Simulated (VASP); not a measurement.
Set up this calculation in VASP 6.6.1, as the native input.

```yaml
Task: single point
Functional: PBEsol
Potentials_or_basis: VASP PAW PBE potentials, release 64 (Bi_d)
Cutoff: 500 eV
k_mesh: 7 × 7 × 7
Occupations: gaussian, width 0.05 eV
Spin: no spin polarisation
Dipole_correction: no
Further_INCAR_settings: ALGO = Normal; EDIFF = 1e-06; NBANDS = 14
```

The structure of Bi lies in POSCAR:

```
Bi
1.0
    2.9912461996      0.0000000000      0.0000000000
    0.0000000000      2.9912461996      0.0000000000
    0.0000000000      0.0000000000      2.9912461996
Bi
1
Direct
    0.0000000000      0.0000000000      0.0000000000
```

One way to write it, as run:

INCAR

```
SYSTEM = Bi
PREC = Accurate
ENCUT = 500
EDIFF = 1E-6
ISMEAR = 0
SIGMA = 0.05
LREAL = .FALSE.
LASPH = .TRUE.
NELM = 120
ALGO = Normal
ISIF = 2
LWAVE = .FALSE.
LCHARG = .FALSE.
GGA = PS
NBANDS = 14
GGA_COMPAT = .FALSE.
```

KPOINTS

```
regular mesh
0
G
  7 7 7
  0 0 0
```

Potentials or basis: VASP PAW PBE potentials, release 64 (Bi_d).

The run is started by

```console
$ cat potpaw_PBE.64/Bi_d/POTCAR > POTCAR
$ mpirun -np 1 vasp_std > vasp.out
```

It gave:

* Pressure: 19.9 GPa

Caveat: the PAW data sets were made with another functional, which shifts forces and pressure a little.

Wall time 4.3 s on 1 thread of Intel(R) Xeon(R) Platinum 8259CL CPU @ 2.50GHz (Skylake/Cascade Lake), with other jobs on the host, peak memory 0.13 GiB.
